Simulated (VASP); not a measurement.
Set up this calculation in VASP 6.6.1, as the native input.

```
Task                   : single point
Functional             : PBEsol
Potentials or basis    : VASP PAW PBE potentials, release 64 (Ta_pv)
Cutoff                 : 520 eV
k mesh                 : 20 × 20 × 20
Occupations            : gaussian, width 0.15 eV
Spin                   : no spin polarisation
Dipole correction      : no
Further INCAR settings : ALGO = Normal; EDIFF = 1e-07; NBANDS = 12
```

The structure of Ta lies in POSCAR:

```
Ta
1.0
   -1.6099980000      1.6099980000      1.6925620000
    1.6099980000     -1.6099980000      1.6925620000
    1.6099980000      1.6099980000     -1.6925620000
Ta
1
Direct
    0.0000000000      0.0000000000      0.0000000000
```

This cell differs from its parent crystal: strain -0.025 along x and y, +0.025 along z.

These files were run (other wordings do the same):

INCAR

```
SYSTEM = Ta
  PREC = Accurate
  ENCUT = 520
  EDIFF = 1E-7
  ISMEAR = 0
  SIGMA = 0.15
  LREAL = .FALSE.
  LASPH = .TRUE.
  NELM = 80
  ALGO = Normal
  ISIF = 2
  LWAVE = .FALSE.
  LCHARG = .FALSE.
  GGA = PS
  NBANDS = 12
```

KPOINTS

```
Automatic mesh
0
G
  20 20 20
  0 0 0
```

Potentials or basis: VASP PAW PBE potentials, release 64 (Ta_pv).

The run is started by

```sh
$ cat potpaw_PBE.64/Ta_pv/POTCAR > POTCAR
$ mpirun -np 1 vasp_std > vasp.out
```

Results of the run:

- Pressure: 1.9 GPa

Caveat: the cell differs from its parent crystal (strain -0.025 along x and y, +0.025 along z); the PAW data sets were made with another functional, which shifts forces and pressure a little.

Run time: 36 s on 1 thread of Intel(R) Xeon(R) 6975P-C (Granite Rapids) (shared host), peak memory 0.24 GiB.
